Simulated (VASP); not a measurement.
Rh, 1 atom in the cell. Symmetry: Fm-3m, No. 225, cubic system. The conventional cell has a = 3.796 Å, b = 3.796 Å, c = 3.796 Å, α = 90.00°, β = 90.00°, γ = 90.00°. Rh (site symmetry m-3m) has 12 Rh at 2.68 Å within 3.5 Å. 

* Program: VASP 6.6.1
* Task: single point
* Functional: PBE
* Potentials or basis: VASP PAW PBE potentials, release 64 (Rh_pv)
* Cutoff: 520 eV
* k mesh: 12 × 12 × 12
* Occupations: gaussian, width 0.028 eV
* Spin: no spin polarisation
* Dipole correction: no
* Further INCAR settings: ALGO = Normal; EDIFF = 1e-06; NBANDS = 14

Potentials or basis: VASP PAW PBE potentials, release 64 (Rh_pv).

Launch:

```console
$ cat potpaw_PBE.64/Rh_pv/POTCAR > POTCAR
$ mpirun -np 1 vasp_std > vasp.out
```

Hardware: 1 thread of AMD EPYC 7R13 Processor (Zen 3) (shared host).

Problem. Estimate the wall time of this run.

Solution. It took 13 s on 1 thread of AMD EPYC 7R13 Processor (Zen 3), with other jobs on the host, peak memory 0.1 GiB. Counts: scf iterations 10, k points 72.
